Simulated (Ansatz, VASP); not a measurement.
Bi: VASP beside Ansatz

```xyz
2
Lattice="4.4190 0.0000 0.0000 -2.2095 3.8270 0.0000 0.0000 0.0000 28.0000" Properties=species:S:1:pos:R:3 pbc="T T T"
Bi    0.0000    2.5513   14.9190
Bi    2.2095    1.2757   13.0810
```

Alike in both runs: task single point; functional LDA; k mesh 9 × 9 × 1; occupations gaussian, width 0.02 eV; no spin polarisation.

|  | VASP | Ansatz |
| --- | --- | --- |
| version | VASP 6.6.1 | Ansatz 0.2.0 |
| potentials or method | VASP PAW LDA potentials, release 64 (Bi_d), cutoff 520 eV | scalar-relativistic, plane waves, PAW |
| valence electrons in the cell | 30 | 30 |

```csv
,VASP,Ansatz,Ansatz less VASP
gap on the k mesh at the Fermi level (eV),0.47,0.46,-0.006
least direct gap on the mesh (eV),0.47,0.46,-0.006
rms of the force components (eV/Å),0.782,0.801,+0.0193
```

LDA's correlation is that of Perdew and Zunger in VASP and of Perdew and Wang (1992) in Ansatz. Atom by atom the forces differ by 0.019 eV/Å (rms over components). Ansatz's warnings: xc potential rough in thin density.

Spin-orbit coupling is off throughout.
